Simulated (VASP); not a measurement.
# As: single point with r2SCAN

As:

```
CELL_PARAMETERS angstrom
1.79429 1.03594 5.08034
-1.79429 1.03594 5.08034
0.00000 -2.07187 5.08034
ATOMIC_POSITIONS crystal
As 0.78856 0.78856 0.78856
As 0.21144 0.21144 0.21144
```

```
Program             : VASP 6.6.1
Task                : single point
Functional          : r2SCAN
Potentials or basis : VASP PAW PBE potentials, release 64 (As_d)
Cutoff              : 660 eV
k mesh              : 9 × 9 × 9
Occupations         : gaussian, width 0.02 eV
Spin                : no spin polarisation
```

- Pressure: 0.1 GPa
- Largest force: 0.040 eV/Å
- Band gap on the k mesh: 0.66 eV (least direct gap 1.39 eV)

Forces on the atoms (eV/Å):
```
As   0.000  0.000 -0.040
As   0.000  0.000  0.040
```

Levels at points of the mesh, in eV from the valence-band top:
```tsv
k point	band 12	band 13	band 14	band 15	band 16	band 17	band 18	band 19
(0.00, 0.00, 0.00)	-7.75	-2.25	-0.89	-0.89	1.98	3.02	3.02	8.58
```

Wall time 12 min on 1 thread of Intel(R) Xeon(R) Platinum 8259CL CPU @ 2.50GHz (Skylake/Cascade Lake), on a shared host, peak memory 0.41 GiB.

Caveat: the PAW data sets were made with another functional, which shifts forces and pressure a little; an odd mesh through Γ misses points on the zone boundary, where band edges can lie. r2SCAN opens gaps a little over a GGA but as a rule still falls short of measured ones.
